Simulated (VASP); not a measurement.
Here is a VASP 6.6.1 calculation.

Contents of POSCAR:

```
CsPbI2Br
1.0
    6.3651183266      0.0000000000      0.0000000000
    0.0000000000      6.3651183266      0.0000000000
    0.0000000000      0.0000000000      5.9242421253
Cs Pb I Br
1 1 2 1
Direct
    0.5000000000      0.5000000000      0.5000000000
    0.0000000000      0.0000000000      0.0000000000
    0.0000000000      0.5000000000      0.0000000000
    0.5000000000      0.0000000000      0.0000000000
    0.0000000000      0.0000000000      0.5000000000
```

Contents of INCAR.step1:

```
SYSTEM = CsPbI2Br
PREC     = Accurate       ! precision mode
ENCUT    = 520            ! plane-wave cutoff, eV
EDIFF    = 1E-5           ! SCF threshold, eV
ISMEAR   = 0              ! smearing method
SIGMA    = 0.01           ! smearing width, eV
LREAL    = .False.        ! projectors in reciprocal space
LASPH    = .True.         ! aspherical terms in the spheres
NELM     = 80             ! most SCF steps
ALGO     = Normal         ! electronic algorithm
ISIF     = 2              ! what is computed and relaxed
LWAVE    = .True.         ! write WAVECAR
LCHARG   = .False.        ! write CHGCAR
GGA      = PE             ! functional
NBANDS   = 30             ! bands
```

Contents of INCAR.step2:

```
SYSTEM = CsPbI2Br
PREC     = Accurate       ! precision mode
ENCUT    = 520            ! plane-wave cutoff, eV
EDIFF    = 1E-6           ! SCF threshold, eV
ISMEAR   = 0              ! smearing method
SIGMA    = 0.01           ! smearing width, eV
LREAL    = .False.        ! projectors in reciprocal space
LASPH    = .True.         ! aspherical terms in the spheres
NELM     = 80             ! most SCF steps
ALGO     = Normal         ! electronic algorithm
ISIF     = 2              ! what is computed and relaxed
LWAVE    = .False.        ! write WAVECAR
LCHARG   = .False.        ! write CHGCAR
GGA      = PE             ! functional
LHFCALC  = .True.         ! exact exchange
HFSCREEN = 0.2079         ! screening, 1/A
PRECFOCK = Fast         
ISTART   = 1            
NBANDS   = 30             ! bands
```

File KPOINTS:

```
regular mesh
0
Gamma
  2 2 2
  0 0 0
```

Potentials or basis: VASP PAW PBE potentials, release 64 (Cs_sv, Pb_d, I, Br).

Launch:

```console
$ cat potpaw_PBE.64/Cs_sv/POTCAR potpaw_PBE.64/Pb_d/POTCAR potpaw_PBE.64/I/POTCAR potpaw_PBE.64/Br/POTCAR > POTCAR
$ cp INCAR.step1 INCAR
$ mpirun -np 1 vasp_std > vasp.out
$ cp INCAR.step2 INCAR
$ mpirun -np 1 vasp_std > vasp.out
```

Question: What does it give for the pressure?

Answer: 1.1 GPa.

Question: Estimate the band gap on the k mesh.

Answer: 2.02 eV.

Caveat: the k points lie up to 0.53 Å⁻¹ apart; the PAW data sets were made with another functional, which shifts forces and pressure a little; spin-orbit coupling is left out, which moves the levels of the heavy elements. A k mesh can miss the band edges.
